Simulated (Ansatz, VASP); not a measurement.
# One calculation of Fe, two programs

```
CELL_PARAMETERS angstrom
0.00000 2.43652 2.43652
2.43652 0.00000 2.43652
2.43652 2.43652 0.00000
ATOMIC_POSITIONS crystal
Fe 0.00000 0.00000 0.00000
Fe 0.25000 0.25000 0.25000
```

Alike in both runs: functional PBE; k mesh 14 × 14 × 14; occupations gaussian, width 0.1 eV; no spin polarisation.

Ansatz relaxed the structure, and its values are those at the end. VASP's run is a single point on that final structure, the one shown.

|  | VASP | Ansatz |
| --- | --- | --- |
| version | VASP 6.6.1 | Ansatz 0.2.0 |
| potentials or method | VASP PAW PBE potentials, release 64 (Fe), cutoff 520 eV | scalar-relativistic, plane waves, PAW |
| valence electrons in the cell | 16 | 32 |

|  | VASP | Ansatz | Ansatz less VASP |
| --- | --- | --- | --- |
| gap on the k mesh at the Fermi level (eV) | none | none | - |
| pressure (GPa) | -1.5 | 0.0 | +1.47 |

A gap of «none» marks a metal or a gap that the smearing closes. With one functional, cell and mesh, what is left measures potentials, basis and numerics. VASP's potentials hold 16 valence electrons a cell and Ansatz's 32, so a difference there can come from the potentials and not from the codes.
